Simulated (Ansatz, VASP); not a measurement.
**Cs2Au: VASP beside Ansatz**

```xyz
3
Lattice="5.3098 0.0000 0.0000 -2.6549 4.5984 0.0000 0.0000 0.0000 8.7649" Properties=species:S:1:pos:R:3 pbc="T T T"
Cs    0.0000    3.0656    1.9677
Cs    2.6549    1.5328    6.7972
Au    0.0000    0.0000    0.0000
```

Alike in both runs: functional PBE; k mesh 6 × 6 × 2; occupations gaussian, width 0.1 eV; no spin polarisation.

Ansatz relaxed the structure, and its values are those at the end. VASP's run is a single point on that final structure, the one shown.

```csv
,VASP,Ansatz
version,VASP 6.6.1,Ansatz 0.2.0
potentials or method,"VASP PAW PBE potentials, release 64 (Cs_sv, Au), cutoff 520 eV","scalar-relativistic, plane waves, PAW"
valence electrons in the cell,29,37
```

|  | VASP | Ansatz | Ansatz less VASP |
| --- | --- | --- | --- |
| gap on the k mesh at the Fermi level (eV) | none | none | - |
| pressure (GPa) | 0.0 | 0.0 | 0.00 |

A gap of «none» marks a metal or a gap that the smearing closes. VASP's potentials hold 29 valence electrons a cell and Ansatz's 37, so a difference there can come from the potentials and not from the codes.

Spin-orbit coupling is off throughout.
